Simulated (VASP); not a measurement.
# Os (P-1) in VASP: single point with LDA

Aim: the single point of Os with LDA.

All numbers are computed with VASP 6.6.1; they aren't measurements. Logs are shortened: lines on timing, memory, paths and dates and some standing lists are left out, and cuts for length are marked.

## (1) The cell of the first run

The typed cell holds 2 atoms: a = 2.926 Å, b = 2.721 Å, c = 4.375 Å, α = 96.77°, β = 82.65°, γ = 118.93°.

## (2) Single point, LDA

INCAR

```
SYSTEM = Os
PREC = Accurate ; ENCUT = 600
EDIFF = 1E-6 ; ISMEAR = 0
SIGMA = 0.1 ; LREAL = .FALSE.
LASPH = .TRUE. ; NELM = 120
ALGO = Normal ; ISIF = 2
LWAVE = .FALSE. ; LCHARG = .TRUE.
GGA = CA ; LELF = .TRUE.
LVHAR = .TRUE. ; NBANDS = 15
GGA_COMPAT = .FALSE.
```

KPOINTS

```
Automatic mesh
0
G
  3 3 2
  0 0 0
```

POSCAR

```
Os
1.0
    2.9192705108      0.0901226154      0.1841440027
   -1.3815867811      2.3389199246     -0.1618153941
    0.2901041065     -0.1268728617      4.3639301052
Os
2
Direct
    0.3333333333      0.6666666667      0.2500000000
    0.6666666667      0.3333333333      0.7500000000
```

Potentials or basis: VASP PAW LDA potentials, release 64 (Os).

Launch:

```sh
$ cat potpaw_LDA.64/Os/POTCAR > POTCAR
$ mpirun -np 1 vasp_std > vasp.out
```

OUTCAR:

```text
SYSTEM = Os
   PREC = Accurate
   ENCUT = 600
   EDIFF = 1E-6
   ISMEAR = 0
   LREAL = .FALSE.
   LASPH = .TRUE.
   NELM = 120
   ISIF = 2
   GGA = CA

 ion  position               nearest neighbor table
   1  0.333  0.667  0.250-   2 2.53   2 2.63   2 2.66   2 2.78   2 2.89   2 2.90
   2  0.667  0.333  0.750-   1 2.53   1 2.63   1 2.66   1 2.78   1 2.89   1 2.90

  LATTYP: Found a triclinic cell.
 ALAT       =     2.9264605609
 B/A-ratio  =     0.9823912082
 C/A-ratio  =     1.4951173804
 COS(alpha) =     0.0187097401
 COS(beta)  =     0.1280063486
 COS(gamma) =     0.5600538143

  Lattice vectors:

 A1 = (   2.9192705108,   0.0901226154,   0.1841440027)
 A2 = (   1.5376837297,   2.4290425400,   0.0223286086)
 A3 = (   0.2901041065,  -0.1268728617,   4.3639301052)

Analysis of symmetry for initial positions (statically):
=====================================================================
 Subroutine PRICEL returns:
 Original cell was already a primitive cell.

 Routine SETGRP: Setting up the symmetry group for a
 triclinic supercell.

 Subroutine GETGRP returns: Found  2 space group operations
 (whereof  2 operations were pure point group operations)
 out of a pool of  2 trial point group operations.

The static configuration has the point symmetry S_2 .

Analysis of symmetry for dynamics (positions and initial velocities):
=====================================================================
 Subroutine PRICEL returns:
 Original cell was already a primitive cell.

 Routine SETGRP: Setting up the symmetry group for a
 triclinic supercell.

 Subroutine GETGRP returns: Found  2 space group operations
 (whereof  2 operations were pure point group operations)
 out of a pool of  2 trial point group operations.

The dynamic configuration has the point symmetry S_2 .

 Subroutine INISYM returns: Found  2 space group operations
 (whereof  2 operations are pure point group operations),
 and found     1 'primitive' translations

----------------------------------------------------------------------------------------

                                     Primitive cell

  volume of cell :      30.1832

  direct lattice vectors                    reciprocal lattice vectors
     2.919270511  0.090122615  0.184144003     0.337484393  0.198196622 -0.016673007
    -1.381586781  2.338919925 -0.161815394    -0.013804100  0.420302645  0.013137155
     0.290104107 -0.126872862  4.363930105    -0.014752629  0.007221637  0.230341917

  length of vectors
     2.926460561  2.721307162  4.375402048     0.391734100  0.420734420  0.230926809

  position of ions in fractional coordinates (direct lattice)
     0.333333333  0.666666667  0.250000000
     0.666666667  0.333333333  0.750000000

  ion indices of the primitive-cell ions
   primitive index   ion index
                 1           1
                 2           2

----------------------------------------------------------------------------------------

 KPOINTS: Automatic mesh

Automatic generation of k-mesh.
 Grid dimensions read from file:
 generate k-points for:    3    3    2

 Generating k-lattice:

  Cartesian coordinates                     Fractional coordinates (reciprocal lattice)
     0.112494798  0.066065541 -0.005557669     0.333333333 -0.000000000  0.000000000
    -0.004601367  0.140100882  0.004379052    -0.000000000  0.333333333  0.000000000
    -0.007376315  0.003610818  0.115170959     0.000000000  0.000000000  0.500000000

  Length of vectors
     0.130578033  0.140244807  0.115463404

  Shift w.r.t. Gamma in fractional coordinates (k-lattice)
     0.000000000  0.000000000  0.000000000

 Subroutine IBZKPT returns following result:
 ===========================================

 Found     10 irreducible k-points:

 Following reciprocal coordinates:
            Coordinates               Weight
  0.000000  0.000000  0.000000      1.000000
  0.333333 -0.000000  0.000000      2.000000
  0.000000  0.333333  0.000000      2.000000
  0.333333  0.333333  0.000000      2.000000
 -0.333333  0.333333  0.000000      2.000000
  0.000000 -0.000000  0.500000      1.000000
  0.333333  0.000000  0.500000      2.000000
 -0.000000  0.333333  0.500000      2.000000
  0.333333  0.333333  0.500000      2.000000
 -0.333333  0.333333  0.500000      2.000000
   k-points           NKPTS =     10   k-points in BZ     NKDIM =     10   number of bands    NBANDS=     15
   number of dos      NEDOS =    301   number of ions     NIONS =      2
   total plane-waves  NPLWV =  20736
   dimension x,y,z NGX =    24 NGY =   24 NGZ =   36
   dimension x,y,z NGXF=    48 NGYF=   48 NGZF=   72
   ions per type =               2
   NGX,Y,Z   is equivalent  to a cutoff of  13.63, 14.66, 13.68 a.u.
   NGXF,Y,Z  is equivalent  to a cutoff of  27.27, 29.32, 27.36 a.u.
 SYSTEM =  Os
   PREC   = accura    normal or accurate (medium, high low for compatibility)
   ISTART =      0    job   : 0-new  1-cont  2-samecut
   ICHARG =      2    charge: 1-file 2-atom 10-const
   ISPIN  =      1    spin polarized calculation?
   LNONCOLLINEAR =      F non collinear calculations
   LSORBIT =      F    spin-orbit coupling
   LASPH  =      T    aspherical Exc in radial PAW
   ENCUT  =  600.0 eV  44.10 Ry    6.64 a.u.   5.84  5.44  8.74*2*pi/ulx,y,z
   NELM   =    120;   NELMIN=  2; NELMDL= -5     # of ELM steps
   EDIFF  = 0.1E-05   stopping-criterion for ELM
   LREAL  =      F    real-space projection
   EDIFFG = 0.1E-04   stopping-criterion for IOM
   NSW    =      0    number of steps for IOM
   IBRION =     -1    ionic relax: 0-MD 1-quasi-New 2-CG
   NFREE  =      0    steps in history (QN), initial steepest desc. (CG)
   ISIF   =      2    stress and relaxation
   ISYM   =      2    0-nonsym 1-usesym 2-fastsym
   POTIM  = 0.5000    time-step for ionic-motion
   TEBEG  =    0.0;   TEEND  =   0.0 temperature during run
   PSTRESS=    0.0 pullay stress
   NELECT =      16.0000    total number of electrons
   NUPDOWN=      -1.0000    fix difference up-down
   EMIN   =  10.00;   EMAX   =-10.00  energy-range for DOS
   EFERMI =   0.00;   METHOD = LEGACY
   ISMEAR =     0;   SIGMA  =   0.10  broadening in eV -4-tet -1-fermi 0-gaus
   EFERMI_NEDOS =   21; number of points for ismear=-14 and -15
   IALGO  =     38    algorithm
   IMIX   =      4    mixing-type and parameters
     AMIX     =   0.40;   BMIX     =  1.00
     AMIX_MAG =   1.60;   BMIX_MAG =  1.00
  volume/ion in A,a.u.               =      15.09       101.84
  Fermi-wavevector in a.u.,A,eV,Ry     =   1.324931  2.503756 23.884228  1.755441
  Thomas-Fermi vector in A             =   2.454429
   LORBIT       =      0    0 simple, 1 ext, 2 COOP (PROOUT), +10 PAW based schemes
   GGA     = CA    functional components
   LHFCALC =     F    Hartree Fock is set to
   AEXX    =    0.0000 exact exchange contribution
   IVDW    =     0    specifies the selected vdW correction
   LEPSILON=     F    determine dielectric tensor
   LRPA    =     F    only Hartree local field effects (RPA)
 non-spin polarized calculation
 Gauss-broadening in eV      SIGMA  =   0.10
  energy-cutoff  :      600.00
  volume of cell :       30.18
 maximum number of plane-waves:      1021
   NGX = 11   NGY = 11   NGZ = 17

 number of electron      16.0000000 magnetization

 Free energy of the ion-electron system (eV)
  ---------------------------------------------------
  ext. energy  EPLUGINS =         0.00000000
  ---------------------------------------------------
  free energy    TOTEN  =       -23.66731683 eV

  energy without entropy =      -23.65455944  energy(sigma->0) =      -23.66093813

 E-fermi :   8.6768     XC(G=0): -13.7363

 val. band max:        8.4114088012   @ k =  -0.3333   0.3333   0.0000
 cond. band min:       8.7411542364   @ k =  -0.3333   0.3333   0.0000
 fundamental gap:      0.3297454352
 Fermi energy:         8.6768135283

 k-point     1 :       0.0000    0.0000    0.0000
  band No.  band energies     occupation
      1      -1.9172      2.00000
      2       1.2944      2.00000
      3       4.7692      2.00000
      4       5.2704      2.00000
      5       5.6693      2.00000
      6       6.4020      2.00000
      7       6.6074      2.00000
      8       7.0793      2.00000
      9       7.4545      2.00000
     10       8.8058      0.06819
     11       9.3597      0.00000
     12       9.7886      0.00000
     13      17.1589      0.00000
     14      22.3256      0.00000
     15      25.3635      0.00000

 k-point     2 :       0.3333   -0.0000    0.0000
  band No.  band energies     occupation
      1       0.8551      2.00000
      2       2.1492      2.00000
      3       3.3384      2.00000
      4       4.4270      2.00000
      5       4.7372      2.00000
      6       6.1969      2.00000
      7       6.7794      2.00000
      8       8.7449      0.33591
      9       8.7800      0.14460
     10       9.1474      0.00000
     11      10.4951      0.00000
     12      15.4490      0.00000
     13      17.3385      0.00000
     14      17.8554      0.00000
     15      22.6442      0.00000

 k-point     3 :       0.0000    0.3333    0.0000
  band No.  band energies     occupation
      1       1.2587      2.00000
      2       2.4198      2.00000
      3       3.2632      2.00000
      4       4.3641      2.00000
      5       4.8236      2.00000
      6       6.2413      2.00000
      7       7.0257      2.00000
      8       8.3717      1.99998
      9       8.7860      0.12271
     10       9.1258      0.00000
     11      10.2023      0.00000
     12      16.2872      0.00000
     13      18.2149      0.00000
     14      18.9455      0.00000
     15      21.0030      0.00000
[... 91 lines left out ...]
 k-point     9 :       0.3333    0.3333    0.5000
  band No.  band energies     occupation
      1       2.8357      2.00000
      2       3.0217      2.00000
      3       3.7458      2.00000
      4       3.8838      2.00000
      5       5.0503      2.00000
      6       5.4014      2.00000
      7       7.1608      2.00000
      8       7.2419      2.00000
      9       9.3818      0.00000
     10       9.7966      0.00000
     11      14.9932      0.00000
     12      15.9756      0.00000
     13      16.2730      0.00000
     14      17.4006      0.00000
     15      18.8349      0.00000

 k-point    10 :      -0.3333    0.3333    0.5000
  band No.  band energies     occupation
      1       1.5414      2.00000
      2       2.0942      2.00000
      3       3.6845      2.00000
      4       4.1597      2.00000
      5       5.7370      2.00000
      6       6.3266      2.00000
      7       7.0122      2.00000
      8       7.3297      2.00000
      9       9.0352      0.00000
     10       9.5153      0.00000
     11       9.6598      0.00000
     12      11.3777      0.00000
     13      19.1509      0.00000
     14      21.6965      0.00000
     15      23.4812      0.00000

------------------------ aborting loop because EDIFF is reached ----------------------------------------

  FORCE on cell =-STRESS in cart. coord.  units (eV):
  Direction    XX          YY          ZZ          XY          YZ          ZX
  --------------------------------------------------------------------------------------
  -------------------------------------------------------------------------------------
  Total       -3.5997033      0.6313701     -7.4984734     -2.9851336      2.8284086     -5.0723256
  in kB     -191.0786896     33.5142522   -398.0323810   -158.4562304    150.1369869   -269.2481144
  external PRESSURE =    -185.1989395 kB  Pullay stress =       0.0000000 kB

 VOLUME and BASIS-vectors are now :
 -----------------------------------------------------------------------------
  energy-cutoff  :      600.00
  volume of cell :       30.18
      direct lattice vectors                 reciprocal lattice vectors
     2.919270511  0.090122615  0.184144003     0.337484393  0.198196622 -0.016673007
    -1.381586781  2.338919925 -0.161815394    -0.013804100  0.420302645  0.013137155
     0.290104107 -0.126872862  4.363930105    -0.014752629  0.007221637  0.230341917

 POSITION                                       TOTAL-FORCE (eV/Angst)
 -----------------------------------------------------------------------------------
      0.12456      1.55760      1.04449        -0.332681      0.208323      0.167706
      1.70323      0.74457      3.34177         0.332681     -0.208323     -0.167706
 -----------------------------------------------------------------------------------
    total drift:                               -0.000000      0.000000     -0.000000

  FREE ENERGIE OF THE ION-ELECTRON SYSTEM (eV)
  ---------------------------------------------------
  free  energy   TOTEN  =       -23.6673168279 eV

  energy  without entropy=      -23.6545594365  energy(sigma->0) =      -23.66093813
```

It took 5.1 s on 1 thread of Intel Xeon Platinum 8259CL at 2.50GHz (Skylake/Cascade Lake), shared host; peak memory 0.13 GiB.

What came out:

```yaml
Free_energy: -23.6673 eV
Pressure: -18.5 GPa
Largest_force: 0.427 eV/Å
Band_gap_on_the_k_mesh: zero (bands 8 and 9 overlap by 1.80 eV)
```

Forces on the atoms (eV/Å):
```
Os  -0.333  0.208  0.168
Os   0.333 -0.208 -0.168
```

Stress tensor (GPa, compression positive):
```
-19.11 -15.85 -26.92
-15.85   3.35  15.01
-26.92  15.01 -39.80
```

Caveat: the k points lie up to 0.87 Å⁻¹ apart, too coarse for converged energies and pressures of a metal; spin-orbit coupling is left out, which moves the levels of the heavy elements.
